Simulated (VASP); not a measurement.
# PbF2 (Fm-3m) in VASP: further runs

PbF2 is run at these levels: PBEsol; tasks: single point.

Program: VASP 6.6.1. These are calculated values, not measurements. Logs are shortened: lines on timing, memory, paths and dates and some standing lists are left out, and cuts for length are marked.

## Step 1: The cell of the first run

Symmetry: Fm-3m, No. 225, cubic system. Conventional cell: a = 5.701 Å, b = 5.701 Å, c = 5.701 Å, α = 90.00°, β = 90.00°, γ = 90.00°. Pb (site symmetry m-3m) has 8 F at 2.47 Å within 3.3 Å. F (site symmetry -43m) has 4 Pb at 2.47 Å and 6 F at 2.85 Å within 3.3 Å.

## Step 2: Single point, PBEsol

The input, INCAR:

```
PREC     = Accurate       # precision mode
ENCUT    = 600            # plane-wave cutoff, eV
EDIFF    = 1E-6           # SCF threshold, eV
ISMEAR   = -1             # smearing method
SIGMA    = 0.05           # smearing width, eV
LREAL    = False          # projectors in reciprocal space
LASPH    = True           # aspherical terms in the spheres
NELM     = 120            # most SCF steps
ALGO     = Normal         # electronic algorithm
ISIF     = 2              # what is computed and relaxed
LWAVE    = False          # write WAVECAR
LCHARG   = False          # write CHGCAR
GGA      = PS             # functional
NBANDS   = 21             # bands
GGA_COMPAT= False
```

The input, KPOINTS:

```
regular mesh
0
Gamma
  8 8 8
```

The input, POSCAR:

```
PbF2
1.0
    0.0000000000      2.8504770533      2.8504770533
    2.8504770533      0.0000000000      2.8504770533
    2.8504770533      2.8504770533      0.0000000000
Pb F
1 2
Direct
    0.0000000000      0.0000000000      0.0000000000
    0.7500000000      0.7500000000      0.7500000000
    0.2500000000      0.2500000000      0.2500000000
```

Potentials or basis: VASP PAW PBE potentials, release 64 (Pb_d, F).

Command:

```
$ cat potpaw_PBE.64/Pb_d/POTCAR potpaw_PBE.64/F/POTCAR > POTCAR
$ mpirun -np 1 vasp_std > vasp.out
```

OUTCAR:

```text
PREC = Accurate
   ENCUT = 600
   EDIFF = 1E-6
   ISMEAR = -1
   LREAL = False
   LASPH = True
   NELM = 120
   ISIF = 2
   GGA = PS

 ion  position               nearest neighbor table
   1  0.000  0.000  0.000-   2 2.47   3 2.47   2 2.47   2 2.47   3 2.47   2 2.47   3 2.47   3 2.47

   2  0.750  0.750  0.750-   1 2.47   1 2.47   1 2.47   1 2.47
   3  0.250  0.250  0.250-   1 2.47   1 2.47   1 2.47   1 2.47

  LATTYP: Found a face centered cubic cell.
 ALAT       =     5.7009541066

  Lattice vectors:

 A1 = (   0.0000000000,   2.8504770533,   2.8504770533)
 A2 = (   2.8504770533,   0.0000000000,   2.8504770533)
 A3 = (   2.8504770533,   2.8504770533,   0.0000000000)

Analysis of symmetry for initial positions (statically):
=====================================================================
 Subroutine PRICEL returns:
 Original cell was already a primitive cell.

 Routine SETGRP: Setting up the symmetry group for a
 face centered cubic supercell.

 Subroutine GETGRP returns: Found 48 space group operations
 (whereof 48 operations were pure point group operations)
 out of a pool of 48 trial point group operations.

The static configuration has the point symmetry O_h .

Analysis of symmetry for dynamics (positions and initial velocities):
=====================================================================
 Subroutine PRICEL returns:
 Original cell was already a primitive cell.

 Routine SETGRP: Setting up the symmetry group for a
 face centered cubic supercell.

 Subroutine GETGRP returns: Found 48 space group operations
 (whereof 48 operations were pure point group operations)
 out of a pool of 48 trial point group operations.

The dynamic configuration has the point symmetry O_h .

 Subroutine INISYM returns: Found 48 space group operations
 (whereof 48 operations are pure point group operations),
 and found     1 'primitive' translations

----------------------------------------------------------------------------------------

                                     Primitive cell

  volume of cell :      46.3215

  direct lattice vectors                    reciprocal lattice vectors
     0.000000000  2.850477053  2.850477053    -0.175409235  0.175409235  0.175409235
     2.850477053  0.000000000  2.850477053     0.175409235 -0.175409235  0.175409235
     2.850477053  2.850477053  0.000000000     0.175409235  0.175409235 -0.175409235

  length of vectors
     4.031183308  4.031183308  4.031183308     0.303817708  0.303817708  0.303817708

  position of ions in fractional coordinates (direct lattice)
     0.000000000  0.000000000  0.000000000
     0.750000000  0.750000000  0.750000000
     0.250000000  0.250000000  0.250000000

  ion indices of the primitive-cell ions
   primitive index   ion index
                 1           1
                 2           2
                 3           3

----------------------------------------------------------------------------------------

 KPOINTS: regular mesh

Automatic generation of k-mesh.
 Grid dimensions read from file:
 generate k-points for:    8    8    8

 Generating k-lattice:

  Cartesian coordinates                     Fractional coordinates (reciprocal lattice)
    -0.021926154  0.021926154  0.021926154     0.125000000  0.000000000  0.000000000
     0.021926154 -0.021926154  0.021926154     0.000000000  0.125000000  0.000000000
     0.021926154  0.021926154 -0.021926154     0.000000000  0.000000000  0.125000000

  Length of vectors
     0.037977213  0.037977213  0.037977213

  Shift w.r.t. Gamma in fractional coordinates (k-lattice)
     0.000000000  0.000000000  0.000000000

 Subroutine IBZKPT returns following result:
 ===========================================

 Found     29 irreducible k-points:

 Following reciprocal coordinates:
            Coordinates               Weight
  0.000000  0.000000  0.000000      1.000000
  0.125000  0.000000  0.000000      8.000000
  0.250000  0.000000  0.000000      8.000000
  0.375000  0.000000  0.000000      8.000000
  0.500000  0.000000  0.000000      4.000000
  0.125000  0.125000  0.000000      6.000000
[... 16 lines left out ...]
  0.500000  0.250000  0.125000     48.000000
 -0.375000  0.250000  0.125000     24.000000
 [... further k-points ...]
   k-points           NKPTS =     29   k-points in BZ     NKDIM =     29   number of bands    NBANDS=     21
   number of dos      NEDOS =    301   number of ions     NIONS =      3
   total plane-waves  NPLWV =  32768
   dimension x,y,z NGX =    32 NGY =   32 NGZ =   32
   dimension x,y,z NGXF=    64 NGYF=   64 NGZF=   64
   ions per type =               1   2
   NGX,Y,Z   is equivalent  to a cutoff of  13.20, 13.20, 13.20 a.u.
   NGXF,Y,Z  is equivalent  to a cutoff of  26.39, 26.39, 26.39 a.u.
 SYSTEM =  unknown system
   PREC   = accura    normal or accurate (medium, high low for compatibility)
   ISTART =      0    job   : 0-new  1-cont  2-samecut
   ICHARG =      2    charge: 1-file 2-atom 10-const
   ISPIN  =      1    spin polarized calculation?
   LNONCOLLINEAR =      F non collinear calculations
   LSORBIT =      F    spin-orbit coupling
   LASPH  =      T    aspherical Exc in radial PAW
   ENCUT  =  600.0 eV  44.10 Ry    6.64 a.u.   8.05  8.05  8.05*2*pi/ulx,y,z
   NELM   =    120;   NELMIN=  2; NELMDL= -5     # of ELM steps
   EDIFF  = 0.1E-05   stopping-criterion for ELM
   LREAL  =      F    real-space projection
   EDIFFG = 0.1E-04   stopping-criterion for IOM
   NSW    =      0    number of steps for IOM
   IBRION =     -1    ionic relax: 0-MD 1-quasi-New 2-CG
   NFREE  =      0    steps in history (QN), initial steepest desc. (CG)
   ISIF   =      2    stress and relaxation
   ISYM   =      2    0-nonsym 1-usesym 2-fastsym
   POTIM  = 0.5000    time-step for ionic-motion
   TEBEG  =    0.0;   TEEND  =   0.0 temperature during run
   PSTRESS=    0.0 pullay stress
   NELECT =      28.0000    total number of electrons
   NUPDOWN=      -1.0000    fix difference up-down
   EMIN   =  10.00;   EMAX   =-10.00  energy-range for DOS
   EFERMI =   0.00;   METHOD = LEGACY
   ISMEAR =    -1;   SIGMA  =   0.05  broadening in eV -4-tet -1-fermi 0-gaus
   EFERMI_NEDOS =   21; number of points for ismear=-14 and -15
   IALGO  =     38    algorithm
   IMIX   =      4    mixing-type and parameters
     AMIX     =   0.40;   BMIX     =  1.00
     AMIX_MAG =   1.60;   BMIX_MAG =  1.00
  volume/ion in A,a.u.               =      15.44       104.20
  Fermi-wavevector in a.u.,A,eV,Ry     =   1.384204  2.615765 26.069028  1.916019
  Thomas-Fermi vector in A             =   2.508730
   LORBIT       =      0    0 simple, 1 ext, 2 COOP (PROOUT), +10 PAW based schemes
   GGA     = PS    functional components
   LHFCALC =     F    Hartree Fock is set to
   AEXX    =    0.0000 exact exchange contribution
   IVDW    =     0    specifies the selected vdW correction
   LEPSILON=     F    determine dielectric tensor
   LRPA    =     F    only Hartree local field effects (RPA)
 non-spin polarized calculation
  energy-cutoff  :      600.00
  volume of cell :       46.32
 maximum number of plane-waves:      1572
   NGX = 17   NGY = 17   NGZ = 17

 number of electron      27.9999994 magnetization

 Free energy of the ion-electron system (eV)
  ---------------------------------------------------
  ext. energy  EPLUGINS =         0.00000000
  ---------------------------------------------------
  free energy    TOTEN  =       -14.79592950 eV

  energy without entropy =      -14.79592950  energy(sigma->0) =      -14.79592950

 E-fermi :   4.4691     XC(G=0): -10.2769

 val. band max:        3.3040464671   @ k =  -0.2500   0.5000   0.2500
 cond. band min:       7.5464122552   @ k =   0.5000   0.5000   0.0000
 fundamental gap:      4.2423657880
 Fermi energy:         4.4691040322

 k-point     1 :       0.0000    0.0000    0.0000
  band No.  band energies     occupation
      1     -18.7483      2.00000
      2     -17.8624      2.00000
      3     -11.3042      2.00000
      4     -11.3042      2.00000
      5     -11.3042      2.00000
      6     -11.1696      2.00000
[... 13 lines left out ...]
     20      18.4660      0.00000
     21      21.2348      0.00000

 k-point     2 :       0.1250    0.0000    0.0000
  band No.  band energies     occupation
      1     -18.7055      2.00000
      2     -17.9028      2.00000
      3     -11.2931      2.00000
      4     -11.2931      2.00000
      5     -11.2497      2.00000
      6     -11.1701      2.00000
[... 13 lines left out ...]
     20      18.0474      0.00000
     21      20.5799      0.00000

 k-point     3 :       0.2500    0.0000    0.0000
  band No.  band energies     occupation
      1     -18.5926      2.00000
      2     -18.0055      2.00000
      3     -11.2725      2.00000
      4     -11.2725      2.00000
      5     -11.1643      2.00000
      6     -11.1643      2.00000
[... 13 lines left out ...]
     20      17.4677      0.00000
     21      19.3333      0.00000

 k-point     4 :       0.3750    0.0000    0.0000
  band No.  band energies     occupation
      1     -18.4486      2.00000
      2     -18.1340      2.00000
      3     -11.2635      2.00000
      4     -11.2635      2.00000
      5     -11.1465      2.00000
      6     -11.1465      2.00000
[... 13 lines left out ...]
     20      17.1452      0.00000
     21      18.3992      0.00000

 k-point     5 :       0.5000    0.0000    0.0000
  band No.  band energies     occupation
      1     -18.3441      2.00000
      2     -18.2307      2.00000
      3     -11.2629      2.00000
      4     -11.2629      2.00000
      5     -11.1358      2.00000
      6     -11.1358      2.00000
[... 13 lines left out ...]
     20      17.0594      0.00000
     21      18.0767      0.00000
[... 382 lines left out ...]
     20      19.6811      0.00000
     21      20.7382      0.00000

 k-point    22 :       0.3750    0.2500    0.1250
  band No.  band energies     occupation
      1     -18.5118      2.00000
      2     -18.0730      2.00000
      3     -11.2354      2.00000
      4     -11.2280      2.00000
      5     -11.1866      2.00000
      6     -11.1416      2.00000
[... 13 lines left out ...]
     20      19.1474      0.00000
     21      19.9303      0.00000

 k-point    23 :       0.5000    0.2500    0.1250
  band No.  band energies     occupation
      1     -18.3965      2.00000
      2     -18.1714      2.00000
      3     -11.2187      2.00000
      4     -11.2171      2.00000
      5     -11.1645      2.00000
      6     -11.1177      2.00000
[... 13 lines left out ...]
     20      19.7214      0.00000
     21      20.1022      0.00000

 k-point    24 :      -0.3750    0.2500    0.1250
  band No.  band energies     occupation
      1     -18.3083      2.00000
      2     -18.2515      2.00000
      3     -11.2167      2.00000
      4     -11.2165      2.00000
      5     -11.1443      2.00000
      6     -11.1083      2.00000
[... 13 lines left out ...]
     20      20.0146      0.00000
     21      20.1526      0.00000

 [... further k-points ...]

------------------------ aborting loop because EDIFF is reached ----------------------------------------

  FORCE on cell =-STRESS in cart. coord.  units (eV):
  Direction    XX          YY          ZZ          XY          YZ          ZX
  --------------------------------------------------------------------------------------
  -------------------------------------------------------------------------------------
  Total        2.8259683      2.8259683      2.8259683     -0.0000000      0.0000000      0.0000000
  in kB       97.7451526     97.7451526     97.7451526     -0.0000000      0.0000000      0.0000000
  external PRESSURE =      97.7451526 kB  Pullay stress =       0.0000000 kB

 VOLUME and BASIS-vectors are now :
 -----------------------------------------------------------------------------
  energy-cutoff  :      600.00
  volume of cell :       46.32
      direct lattice vectors                 reciprocal lattice vectors
     0.000000000  2.850477053  2.850477053    -0.175409235  0.175409235  0.175409235
     2.850477053  0.000000000  2.850477053     0.175409235 -0.175409235  0.175409235
     2.850477053  2.850477053  0.000000000     0.175409235  0.175409235 -0.175409235

 POSITION                                       TOTAL-FORCE (eV/Angst)
 -----------------------------------------------------------------------------------
      0.00000      0.00000      0.00000         0.000000      0.000000      0.000000
      4.27572      4.27572      4.27572        -0.000000     -0.000000     -0.000000
      1.42524      1.42524      1.42524         0.000000      0.000000      0.000000
 -----------------------------------------------------------------------------------
    total drift:                                0.000000     -0.000000      0.000000

  FREE ENERGIE OF THE ION-ELECTRON SYSTEM (eV)
  ---------------------------------------------------
  free  energy   TOTEN  =       -14.7959294999 eV

  energy  without entropy=      -14.7959294999  energy(sigma->0) =      -14.79592950
```

Run time: 35 s. Hardware: 1 thread of Intel Xeon 8259CL, shared host; peak memory 0.19 GiB.

Results:

| Item | Value |
| --- | --- |
| Free energy | -14.7959 eV |
| Pressure | 9.8 GPa |
| Band gap on the k mesh | 4.24 eV (least direct gap 4.41 eV) |

Levels at points of the mesh, in eV from the valence-band top:
```csv
k point,band 12,band 13,band 14,band 15,band 16,band 17
"(0.00, 0.00, 0.00)",-2.79,-2.79,-2.79,6.71,6.71,6.71
"(0.50, 0.00, 0.00)",-2.94,-2.94,-0.10,4.84,7.91,7.91
"(0.50, 0.50, 0.00)",-2.26,-2.26,-0.17,4.24,8.21,8.21
```

Caveat: the cell stands under pressure; the PAW data sets were made with another functional, which shifts forces and pressure a little; spin-orbit coupling is left out, which moves the levels of the heavy elements.

[end of part 1 of 2]
